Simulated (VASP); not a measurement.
Runs of VASP 6.6.1 on Sb. The structure is that of space group Pm-3m (No. 221), or close to it. The cells are those of the table. 

| task | spin | cell | k mesh | cutoff (eV) | gap on the mesh (eV) | pressure (GPa) |
| --- | --- | --- | --- | --- | --- | --- |
| single point | off | a = 3.083 Å, 1 atom | 17 × 17 × 17 | 520 | none | 0.3 |
| single point | off | a = 3.083 Å, 1 atom | 12 × 12 × 12 | 520 | none | 0.3 |
| relaxation of cell and atoms | off | relaxed from a = 3.085 Å, 1 atom | 10 × 10 × 10 | 600 | none | 0.0 |
| single point | off | a = 3.201 Å, 1 atom | 12 × 12 × 12 | 520 | none | -4.9 |
| single point | non-collinear, zero start, SOC | a = 3.083 Å, 1 atom | 10 × 10 × 10 | 520 | - | 0.2 |
| single point | off | a = 2.998 Å, 1 atom | 12 × 12 × 12 | 520 | none | 6.5 |
| single point | off | a = 3.123 Å, 1 atom | 12 × 12 × 12 | 520 | none | -1.8 |
| single point | off | a = 3.163 Å, 1 atom | 12 × 12 × 12 | 520 | none | (a) |
| single point | off | a = 2.954 Å, 1 atom | 12 × 12 × 12 | 520 | none | 10.9 |
| single point | off | a = 3.083 Å, 1 atom | 10 × 10 × 10 | 520 | none | 0.0 |
| single point | off | a = 3.041 Å, 1 atom | 12 × 12 × 12 | 520 | none | (b) |

Alike in all rows: level r2SCAN; potentials or basis VASP PAW PBE potentials, release 64 (Sb); smearing fermi-dirac 0.1 eV.

Task: Estimate the missing entries.

Result: (a) -3.5; (b) 3.0.

Caveats: the PAW data sets were made with another functional, which shifts forces and pressure a little; spin-orbit coupling is left out, which moves the levels of the heavy elements (some runs).

A k mesh can miss the band edges, and rows without SOC leave out spin-orbit coupling on Sb.

A gap of «none» marks levels without a gap at the run's occupations.
